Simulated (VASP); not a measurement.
The system is Sc.

```
Sc
1.0
    -2.85045    2.85045    1.56775
     2.85045   -2.85045    1.56775
     2.85045    2.85045   -1.56775
Sc
2
Direct
  0.62500 0.87500 0.75000
  0.37500 0.12500 0.25000
```

```yaml
Program: VASP 6.6.1
Task: relaxation of cell and atoms
Functional: PBE
Potentials_or_basis: VASP PAW PBE potentials, release 64 (Sc_sv)
Cutoff: 600 eV
k_mesh: 14 × 14 × 14
Occupations: fermi-dirac, width 0.08 eV
Spin: no spin polarisation
```

At the start: pressure -1.1 GPa; volume 25.48 Å³/atom.

How do energy, volume and symmetry change on relaxing?

Over 8 steps the energy falls by 2.4 meV/atom and the volume is 24.81 Å³/atom (-2.6 %); space group I4_1/amd (No. 141, to 0.1 Å) before and after.

Step by step:
```csv
step,energy change (eV),largest force (eV/Å),pressure (GPa),volume (Å³)
1,0.0000,0.0000,-1.15,50.95
2,-0.0047,0.0000,0.04,49.62
3,-0.0047,0.0000,-0.01,49.67
4,-0.0048,0.0000,-0.03,49.65
5,-0.0048,0.0000,-0.04,49.63
6,-0.0048,0.0000,-0.01,49.63
7,-0.0048,0.0000,-0.01,49.63
8,-0.0048,0.0000,-0.01,49.62
```

Final structure:
```
Sc
1.0
    -2.82412    2.82412    1.55539
     2.82412   -2.82412    1.55539
     2.82412    2.82412   -1.55539
Sc
2
Direct
  0.62500 0.87500 0.75000
  0.37500 0.12500 0.25000
```
